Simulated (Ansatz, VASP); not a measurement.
# Two plane-wave programs on Pt

```
Pt
1.0
     1.98506   -1.98506    0.00000
     1.98506    0.00000   -1.98506
     7.85362    7.85362    7.85362
Pt
6
Direct
  0.66667 0.66667 0.08424
  0.00000 0.00000 0.92676
  0.33333 0.33333 0.25274
  0.66667 0.66667 0.58975
  0.00000 0.00000 0.42124
  0.33333 0.33333 0.75825
```

Alike in both runs: task single point; functional PBE; k mesh 24 × 24 × 5; occupations gaussian, width 0.15 eV; no spin polarisation.

|  | VASP | Ansatz |
| --- | --- | --- |
| version | VASP 6.6.1 | Ansatz 0.2.0 |
| potentials or method | VASP PAW PBE potentials, release 64 (Pt), cutoff 520 eV | scalar-relativistic, plane waves, PAW |
| valence electrons in the cell | 60 | 108 |

Ansatz gave:

| Item | Value |
| --- | --- |
| gap on the k mesh at the Fermi level (eV) | none |
| pressure (GPa) | 3.4 |
| traceless stress, the component that is largest in VASP (GPa) | 0.58 |
| rms of the force components (eV/Å) | 0.388 |

**Question.** Which values does VASP return?

**Answer.** gap on the k mesh at the Fermi level (eV): none; pressure (GPa): 2.9; traceless stress, the component that is largest in VASP (GPa): 0.58; rms of the force components (eV/Å): 0.385.

Atom by atom the forces differ by 0.003 eV/Å (rms over components). A gap of «none» marks a metal or a gap that the smearing closes. The functional is the same, so the differences come from potentials, cutoffs and numerics. VASP's potentials hold 60 valence electrons a cell and Ansatz's 108, so a difference there can come from the potentials and not from the codes.

Spin-orbit coupling is off throughout.
